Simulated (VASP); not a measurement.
# Al3Cu (P4/mmm) in VASP: further runs

Al3Cu is run at these levels: PBEsol; tasks: single point.

All numbers are computed with VASP 6.6.1; they aren't measurements. Logs are shortened: lines on timing, memory, paths and dates and some standing lists are left out, and cuts for length are marked.

**1. The cell of the first run**

Symmetry: P4/mmm, No. 123, tetragonal system. Conventional cell: a = 2.778 Å, b = 2.778 Å, c = 7.513 Å, α = 90.00°, β = 90.00°, γ = 90.00°. Within 4.0 Å of Al (site symmetry 4/mmm) lie 16 Al at 2.78 to 3.93 Å and 2 Cu at 3.76 Å. Within 3.4 Å of Al (site symmetry 4mm) lie 4 Cu at 2.60 Å and 9 Al at 2.78 to 3.40 Å. Cu (site symmetry 4/mmm) has 8 Al at 2.60 Å and 4 Cu at 2.78 Å within 3.4 Å.

**2. Single point, PBEsol**

Input file INCAR:

```
SYSTEM = Al3Cu
ALGO = Fast
EDIFF = 1E-6
ENCUT = 520
GGA = PS
ISIF = 2
ISMEAR = 0
LASPH = .TRUE.
LCHARG = .TRUE.
LELF = .TRUE.
LREAL = .FALSE.
LVHAR = .TRUE.
LWAVE = .FALSE.
NBANDS = 18
NELM = 100
PREC = Accurate
SIGMA = 0.02
```

Input file KPOINTS:

```
k-points
0
G
  16 16 6
  0 0 0
```

Input file POSCAR:

```
Al3Cu
1.0
    2.7784054294      0.0000000000      0.0000000000
    0.0000000000      2.7784054294      0.0000000000
    0.0000000000      0.0000000000      7.5134034100
Al Cu
3 1
Direct
    0.0000000000      0.0000000000      0.5000000000
    0.5000000000      0.5000000000      0.2261155100
    0.5000000000      0.5000000000      0.7738844900
    0.0000000000      0.0000000000      0.0000000000
```

Potentials or basis: VASP PAW PBE potentials, release 64 (Al, Cu).

Launch:

```bash
cat potpaw_PBE.64/Al/POTCAR potpaw_PBE.64/Cu/POTCAR > POTCAR
mpirun -np 1 vasp_std > vasp.out
```

OUTCAR:

```text
SYSTEM = Al3Cu
   EDIFF = 1E-6
   ENCUT = 520
   GGA = PS
   ISIF = 2
   ISMEAR = 0
   LASPH = .TRUE.
   LREAL = .FALSE.
   NELM = 100
   PREC = Accurate

 ion  position               nearest neighbor table
   1  0.000  0.000  0.500-   2 2.85   3 2.85   2 2.85   3 2.85   2 2.85   3 2.85   2 2.85   3 2.85

   2  0.500  0.500  0.226-   4 2.60   4 2.60   4 2.60   4 2.60   1 2.85   1 2.85   1 2.85   1 2.85

   3  0.500  0.500  0.774-   4 2.60   4 2.60   4 2.60   4 2.60   1 2.85   1 2.85   1 2.85   1 2.85

   4  0.000  0.000  0.000-   2 2.60   3 2.60   2 2.60   3 2.60   2 2.60   3 2.60   2 2.60   3 2.60

  LATTYP: Found a simple tetragonal cell.
 ALAT       =     2.7784054294
 C/A-ratio  =     2.7042141980

  Lattice vectors:

 A1 = (   2.7784054294,   0.0000000000,   0.0000000000)
 A2 = (   0.0000000000,   2.7784054294,   0.0000000000)
 A3 = (   0.0000000000,   0.0000000000,   7.5134034100)

Analysis of symmetry for initial positions (statically):
=====================================================================
 Subroutine PRICEL returns:
 Original cell was already a primitive cell.

 Routine SETGRP: Setting up the symmetry group for a
 simple tetragonal supercell.

 Subroutine GETGRP returns: Found 16 space group operations
 (whereof 16 operations were pure point group operations)
 out of a pool of 16 trial point group operations.

The static configuration has the point symmetry D_4h.

Analysis of symmetry for dynamics (positions and initial velocities):
=====================================================================
 Subroutine PRICEL returns:
 Original cell was already a primitive cell.

 Routine SETGRP: Setting up the symmetry group for a
 simple tetragonal supercell.

 Subroutine GETGRP returns: Found 16 space group operations
 (whereof 16 operations were pure point group operations)
 out of a pool of 16 trial point group operations.

The dynamic configuration has the point symmetry D_4h.

 Subroutine INISYM returns: Found 16 space group operations
 (whereof 16 operations are pure point group operations),
 and found     1 'primitive' translations

----------------------------------------------------------------------------------------

                                     Primitive cell

  volume of cell :      58.0000

  direct lattice vectors                    reciprocal lattice vectors
     2.778405429  0.000000000  0.000000000     0.359918675  0.000000000  0.000000000
     0.000000000  2.778405429  0.000000000     0.000000000  0.359918675  0.000000000
     0.000000000  0.000000000  7.513403410     0.000000000  0.000000000  0.133095476

  length of vectors
     2.778405429  2.778405429  7.513403410     0.359918675  0.359918675  0.133095476

  position of ions in fractional coordinates (direct lattice)
     0.000000000  0.000000000  0.500000000
     0.500000000  0.500000000  0.226115510
     0.500000000  0.500000000  0.773884490
     0.000000000  0.000000000  0.000000000

  ion indices of the primitive-cell ions
   primitive index   ion index
                 1           1
                 2           2
                 3           3
                 4           4

----------------------------------------------------------------------------------------

 KPOINTS: k-points

Automatic generation of k-mesh.
 Grid dimensions read from file:
 generate k-points for:   16   16    6

 Generating k-lattice:

  Cartesian coordinates                     Fractional coordinates (reciprocal lattice)
     0.022494917  0.000000000  0.000000000     0.062500000  0.000000000  0.000000000
     0.000000000  0.022494917  0.000000000     0.000000000  0.062500000  0.000000000
     0.000000000  0.000000000  0.022182579     0.000000000  0.000000000  0.166666667

  Length of vectors
     0.022494917  0.022494917  0.022182579

  Shift w.r.t. Gamma in fractional coordinates (k-lattice)
     0.000000000  0.000000000  0.000000000

 Subroutine IBZKPT returns following result:
 ===========================================

 Found    180 irreducible k-points:

 Following reciprocal coordinates:
            Coordinates               Weight
  0.000000  0.000000  0.000000      1.000000
  0.062500  0.000000  0.000000      4.000000
  0.125000  0.000000  0.000000      4.000000
  0.187500  0.000000  0.000000      4.000000
  0.250000  0.000000  0.000000      4.000000
  0.312500  0.000000  0.000000      4.000000
[... 16 lines left out ...]
  0.437500  0.125000  0.000000      8.000000
  0.500000  0.125000  0.000000      4.000000
 [... further k-points ...]
   k-points           NKPTS =    180   k-points in BZ     NKDIM =    180   number of bands    NBANDS=     18
   number of dos      NEDOS =    301   number of ions     NIONS =      4
   total plane-waves  NPLWV =  32256
   dimension x,y,z NGX =    24 NGY =   24 NGZ =   56
   dimension x,y,z NGXF=    48 NGYF=   48 NGZF=  112
   ions per type =               3   1
   NGX,Y,Z   is equivalent  to a cutoff of  14.36, 14.36, 12.39 a.u.
   NGXF,Y,Z  is equivalent  to a cutoff of  28.72, 28.72, 24.78 a.u.
 SYSTEM =  Al3Cu
   PREC   = accura    normal or accurate (medium, high low for compatibility)
   ISTART =      0    job   : 0-new  1-cont  2-samecut
   ICHARG =      2    charge: 1-file 2-atom 10-const
   ISPIN  =      1    spin polarized calculation?
   LNONCOLLINEAR =      F non collinear calculations
   LSORBIT =      F    spin-orbit coupling
   LASPH  =      T    aspherical Exc in radial PAW
   ENCUT  =  520.0 eV  38.22 Ry    6.18 a.u.   5.17  5.17 13.97*2*pi/ulx,y,z
   NELM   =    100;   NELMIN=  2; NELMDL= -5     # of ELM steps
   EDIFF  = 0.1E-05   stopping-criterion for ELM
   LREAL  =      F    real-space projection
   EDIFFG = 0.1E-04   stopping-criterion for IOM
   NSW    =      0    number of steps for IOM
   IBRION =     -1    ionic relax: 0-MD 1-quasi-New 2-CG
   NFREE  =      0    steps in history (QN), initial steepest desc. (CG)
   ISIF   =      2    stress and relaxation
   ISYM   =      2    0-nonsym 1-usesym 2-fastsym
   POTIM  = 0.5000    time-step for ionic-motion
   TEBEG  =    0.0;   TEEND  =   0.0 temperature during run
   PSTRESS=    0.0 pullay stress
   NELECT =      20.0000    total number of electrons
   NUPDOWN=      -1.0000    fix difference up-down
   EMIN   =  10.00;   EMAX   =-10.00  energy-range for DOS
   EFERMI =   0.00;   METHOD = LEGACY
   ISMEAR =     0;   SIGMA  =   0.02  broadening in eV -4-tet -1-fermi 0-gaus
   EFERMI_NEDOS =   21; number of points for ismear=-14 and -15
   IALGO  =     68    algorithm
   IMIX   =      4    mixing-type and parameters
     AMIX     =   0.40;   BMIX     =  1.00
     AMIX_MAG =   1.60;   BMIX_MAG =  1.00
  volume/ion in A,a.u.               =      14.50        97.85
  Fermi-wavevector in a.u.,A,eV,Ry     =   1.148001  2.169407 17.931197  1.317906
  Thomas-Fermi vector in A             =   2.284678
   LORBIT       =      0    0 simple, 1 ext, 2 COOP (PROOUT), +10 PAW based schemes
   GGA     = PS    functional components
   LHFCALC =     F    Hartree Fock is set to
   AEXX    =    0.0000 exact exchange contribution
   IVDW    =     0    specifies the selected vdW correction
   LEPSILON=     F    determine dielectric tensor
   LRPA    =     F    only Hartree local field effects (RPA)
 non-spin polarized calculation
 RMM-DIIS sequential band-by-band and
 Gauss-broadening in eV      SIGMA  =   0.02
  energy-cutoff  :      520.00
  volume of cell :       58.00
 maximum number of plane-waves:      1580
 NGX is ok and might be reduce to    24
   NGX = 11   NGY = 11   NGZ = 27

 number of electron      20.0000014 magnetization

 Free energy of the ion-electron system (eV)
  ---------------------------------------------------
  ext. energy  EPLUGINS =         0.00000000
  ---------------------------------------------------
  free energy    TOTEN  =       -16.94219188 eV

  energy without entropy =      -16.94186113  energy(sigma->0) =      -16.94202651

 E-fermi :   8.5359     XC(G=0): -10.9992

 val. band max:        8.5253523185   @ k =   0.2500   0.1250   0.0000
 cond. band min:       8.5435992795   @ k =   0.3125   0.1875   0.3333
 fundamental gap:      0.0182469609
 Fermi energy:         8.5358545982

 k-point     1 :       0.0000    0.0000    0.0000
  band No.  band energies     occupation
      1      -2.7670      2.00000
      2      -0.3192      2.00000
      3       0.0366      2.00000
      4       4.0525      2.00000
      5       4.1421      2.00000
      6       4.9333      2.00000
[... 10 lines left out ...]
     17      17.7187      0.00000
     18      18.7825      0.00000

 k-point     2 :       0.0625    0.0000    0.0000
  band No.  band energies     occupation
      1      -2.6914      2.00000
      2      -0.2507      2.00000
      3       0.1125      2.00000
      4       4.0666      2.00000
      5       4.1633      2.00000
      6       4.8839      2.00000
[... 10 lines left out ...]
     17      17.8021      0.00000
     18      18.0353      0.00000

 k-point     3 :       0.1250    0.0000    0.0000
  band No.  band energies     occupation
      1      -2.4652      2.00000
      2      -0.0464      2.00000
      3       0.3394      2.00000
      4       4.1033      2.00000
      5       4.2245      2.00000
      6       4.7614      2.00000
[... 10 lines left out ...]
     17      18.0506      0.00000
     18      18.4413      0.00000

 k-point     4 :       0.1875    0.0000    0.0000
  band No.  band energies     occupation
      1      -2.0898      2.00000
      2       0.2900      2.00000
      3       0.7142      2.00000
      4       4.1520      2.00000
      5       4.3132      2.00000
      6       4.6106      2.00000
[... 375 lines left out ...]
      4       3.9664      2.00000
      5       4.2706      2.00000
      6       4.5197      2.00000
[... 10 lines left out ...]
     17      16.4456      0.00000
     18      17.7486      0.00000

 k-point    23 :       0.4375    0.1250    0.0000
  band No.  band energies     occupation
      1       1.1068      2.00000
      2       2.7491      2.00000
      3       3.1650      2.00000
      4       3.6256      2.00000
      5       4.1972      2.00000
      6       4.4752      2.00000
[... 10 lines left out ...]
     17      17.2468      0.00000
     18      17.3043      0.00000

 k-point    24 :       0.5000    0.1250    0.0000
  band No.  band energies     occupation
      1       2.0615      2.00000
      2       2.1935      2.00000
      3       3.0067      2.00000
      4       4.1415      2.00000
      5       4.1659      2.00000
      6       4.2492      2.00000
[... 10 lines left out ...]
     17      16.2089      0.00000
     18      18.1769      0.00000

 [... further k-points ...]

------------------------ aborting loop because EDIFF is reached ----------------------------------------

  FORCE on cell =-STRESS in cart. coord.  units (eV):
  Direction    XX          YY          ZZ          XY          YZ          ZX
  --------------------------------------------------------------------------------------
  -------------------------------------------------------------------------------------
  Total        0.1702452      0.1702452      0.5668349      0.0000000     -0.0000000      0.0000000
  in kB        4.7028110      4.7028110     15.6581057      0.0000000     -0.0000000      0.0000000
  external PRESSURE =       8.3545759 kB  Pullay stress =       0.0000000 kB

 VOLUME and BASIS-vectors are now :
 -----------------------------------------------------------------------------
  energy-cutoff  :      520.00
  volume of cell :       58.00
      direct lattice vectors                 reciprocal lattice vectors
     2.778405429  0.000000000  0.000000000     0.359918675  0.000000000  0.000000000
     0.000000000  2.778405429  0.000000000     0.000000000  0.359918675  0.000000000
     0.000000000  0.000000000  7.513403410     0.000000000  0.000000000  0.133095476

 POSITION                                       TOTAL-FORCE (eV/Angst)
 -----------------------------------------------------------------------------------
      0.00000      0.00000      3.75670        -0.000000     -0.000000      0.000000
      1.38920      1.38920      1.69890         0.000000      0.000000     -0.216249
      1.38920      1.38920      5.81451        -0.000000      0.000000      0.216249
      0.00000      0.00000      0.00000        -0.000000     -0.000000      0.000000
 -----------------------------------------------------------------------------------
    total drift:                                0.000000      0.000000     -0.000000

  FREE ENERGIE OF THE ION-ELECTRON SYSTEM (eV)
  ---------------------------------------------------
  free  energy   TOTEN  =       -16.9421918793 eV

  energy  without entropy=      -16.9418611328  energy(sigma->0) =      -16.94202651
```

Run time: 4.9 min. Hardware: 1 thread of Intel Xeon Platinum 8375C at 2.90GHz (Ice Lake), shared host; peak memory 0.31 GiB.

Results:

```yaml
Free_energy: -16.9422 eV
Pressure: 0.8 GPa
Largest_force: 0.216 eV/Å
Band_gap_on_the_k_mesh: zero (bands 10 and 11 overlap by 6.29 eV)
```

Forces on the atoms (eV/Å):
```
Al   0.000  0.000  0.000
Al   0.000  0.000 -0.216
Al   0.000  0.000  0.216
Cu   0.000  0.000  0.000
```

Stress tensor (GPa, compression positive):
```
0.47 0.00 0.00
0.00 0.47 0.00
0.00 0.00 1.57
```

Levels at points of the mesh, in eV from the Fermi level:
```csv
k point,band 8,band 9,band 10,band 11,band 12,band 13
"(0.00, 0.00, 0.00)",-3.21,-1.72,0.68,6.23,6.54,6.54
"(0.50, 0.00, 0.00)",-3.66,-3.50,-2.39,-1.83,2.76,3.92
"(0.50, 0.50, 0.00)",-0.63,-0.47,0.17,0.17,0.44,0.44
"(0.00, 0.00, 0.50)",-3.50,-3.21,4.33,5.82,6.22,7.04
"(0.50, 0.00, 0.50)",-3.50,-2.61,-0.99,-0.92,0.10,0.86
"(0.50, 0.50, 0.50)",-1.79,-1.79,-0.68,-0.66,0.59,1.64
```

Caveat: the PAW data sets were made with another functional, which shifts forces and pressure a little.

**3. Single point, PBEsol**

Input file INCAR:

```
SYSTEM = Al3Cu
ALGO     = Fast           ! electronic algorithm
EDIFF    = 1E-6           ! SCF threshold, eV
ENCUT    = 520            ! plane-wave cutoff, eV
GGA      = PS             ! functional
ISIF     = 2              ! what is computed and relaxed
ISMEAR   = 0              ! smearing method
LASPH    = .True.         ! aspherical terms in the spheres
LCHARG   = .True.         ! write CHGCAR
LELF     = .True.         ! ELF
LREAL    = .False.        ! projectors in reciprocal space
LVHAR    = .True.       
LWAVE    = .False.        ! write WAVECAR
NBANDS   = 18             ! bands
NELM     = 60             ! most SCF steps
PREC     = Accurate       ! precision mode
SIGMA    = 0.2            ! smearing width, eV
```

Input file KPOINTS:

```
k-points
0
Gamma
  16 16 6
  0 0 0
```

POSCAR is that of step 2.

Potentials or basis: VASP PAW PBE potentials, release 64 (Al, Cu).

Launch:

```bash
cat potpaw_PBE.64/Al/POTCAR potpaw_PBE.64/Cu/POTCAR > POTCAR
mpirun -np 1 vasp_std > vasp.out
```

Wall time 5.8 min (1 thread of Intel Xeon Platinum 8375C at 2.90GHz (Ice Lake), shared host); peak memory 0.3 GiB.

The run converged. Its results:

- Free energy: -16.9602 eV
- Pressure: 1.2 GPa
- Largest force: 0.191 eV/Å
- Band gap on the k mesh: zero (bands 10 and 11 overlap by 6.30 eV)

Forces in eV/Å, atoms in the order of the input:
```
Al   0.000  0.000  0.000
Al   0.000  0.000 -0.191
Al   0.000  0.000  0.191
Cu   0.000  0.000  0.000
```

Stress tensor (GPa, compression positive):
```
0.89 0.00 0.00
0.00 0.89 0.00
0.00 0.00 1.66
```

Levels at points of the mesh, in eV from the Fermi level:
```
           k point  band 6  band 7  band 8  band 9  band 10  band 11  band 12  band 13  band 14  band 15
(0.00, 0.00, 0.00)   -3.59   -3.59   -3.20   -1.70     0.70     6.25     6.56     6.56     7.91     8.95
(0.50, 0.00, 0.00)   -4.04   -3.67   -3.65   -3.49    -2.38    -1.82     2.77     3.94     4.21     5.33
(0.50, 0.50, 0.00)   -2.60   -2.60   -0.60   -0.45     0.19     0.19     0.46     0.46     0.68     2.05
(0.00, 0.00, 0.50)   -3.59   -3.59   -3.49   -3.20     4.35     5.84     6.24     7.06     7.06     7.35
(0.50, 0.00, 0.50)   -4.24   -3.67   -3.49   -2.60    -0.98    -0.90     0.11     0.88     8.86     8.91
(0.50, 0.50, 0.50)   -1.79   -1.79   -1.77   -1.77    -0.66    -0.63     0.61     1.66     3.29     3.29
```

Caveat: the PAW data sets were made with another functional, which shifts forces and pressure a little.

(Continued in part 2 of 2.)
